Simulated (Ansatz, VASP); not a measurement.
ZnS: VASP beside Ansatz

File INCAR:

```
SYSTEM = ZnS
  PREC = Accurate
  ENCUT = 520
  EDIFF = 1E-6
  ISMEAR = 0
  SIGMA = 0.05
  LREAL = .False.
  LASPH = .True.
  NELM = 80
  ALGO = Normal
  ISIF = 2
  LWAVE = .False.
  LCHARG = .False.
  GGA = PE
  NBANDS = 46
```

Contents of KPOINTS:

```
regular mesh
0
Gamma
  12 12 2
  0 0 0
```

The input POSCAR:

```
ZnS
1.0
    3.8454929876      0.0000000000      0.0000000000
   -1.9227464938      3.3302946173      0.0000000000
    0.0000000000      0.0000000000     12.6106666232
Zn S
4 4
Direct
    0.3191009877      0.6666666667      0.0026098951
    0.3475656789      0.6666666667      0.5026098951
    0.6675007078      0.3333333333      0.2526098951
    0.6658326255      0.3333333333      0.7526098951
    0.3333333333      0.6666666667      0.1898901049
    0.3333333333      0.6666666667      0.6898901049
    0.6341610815      0.3333333333      0.4398901049
    0.6991722519      0.3333333333      0.9398901049
```

Input for Ansatz:

```yaml
crystal:
  lattice:
    - [3.8454929876, 0.0, 0.0]
    - [-1.9227464938, 3.3302946173, 0.0]
    - [0.0, 0.0, 12.6106666232]
  atoms:
    - { symbol: Zn, position: [0.3191009877, 0.6666666667, 0.0026098951] }
    - { symbol: Zn, position: [0.3475656789, 0.6666666667, 0.5026098951] }
    - { symbol: Zn, position: [0.6675007078, 0.3333333333, 0.2526098951] }
    - { symbol: Zn, position: [0.6658326255, 0.3333333333, 0.7526098951] }
    - { symbol: S, position: [0.3333333333, 0.6666666667, 0.1898901049] }
    - { symbol: S, position: [0.3333333333, 0.6666666667, 0.6898901049] }
    - { symbol: S, position: [0.6341610815, 0.3333333333, 0.4398901049] }
    - { symbol: S, position: [0.6991722519, 0.3333333333, 0.9398901049] }
basis:
  ecutwfc: 420
kpoints:
  mp_grid: { grid: [12, 12, 2] }
hamiltonian:
  xc: pbe
scf:
  occupations: { method: gaussian, width: 0.05 }
output:
  forces: true
  stress: true
  eigenvalues: true
```

Change from the starting cell: mode 16 (264.4 1/cm) frozen in, largest displacement +0.125 Å.

Alike in both runs: task single point; functional PBE; k mesh 12 × 12 × 2; occupations gaussian, width 0.05 eV; no spin polarisation.

|  | VASP | Ansatz |
| --- | --- | --- |
| version | VASP 6.6.1 | Ansatz 0.2.0 |
| potentials or method | VASP PAW PBE potentials, release 64 (Zn, S), cutoff 520 eV | scalar-relativistic, plane waves, PAW |
| valence electrons in the cell | 72 | 72 |

Ansatz gave:

- gap on the k mesh at the Fermi level (eV): 2.06
- least direct gap on the mesh (eV): 2.06
- pressure (GPa): 0.5
- traceless stress, the component that is largest in VASP (GPa): 0.51
- rms of the force components (eV/Å): 0.443

Question: What did VASP give for the same quantities?

Answer: gap on the k mesh at the Fermi level (eV): 2.07; least direct gap on the mesh (eV): 2.07; pressure (GPa): 0.7; traceless stress, the component that is largest in VASP (GPa): 0.51; rms of the force components (eV/Å): 0.446.

Atom by atom the forces differ by 0.003 eV/Å (rms over components).
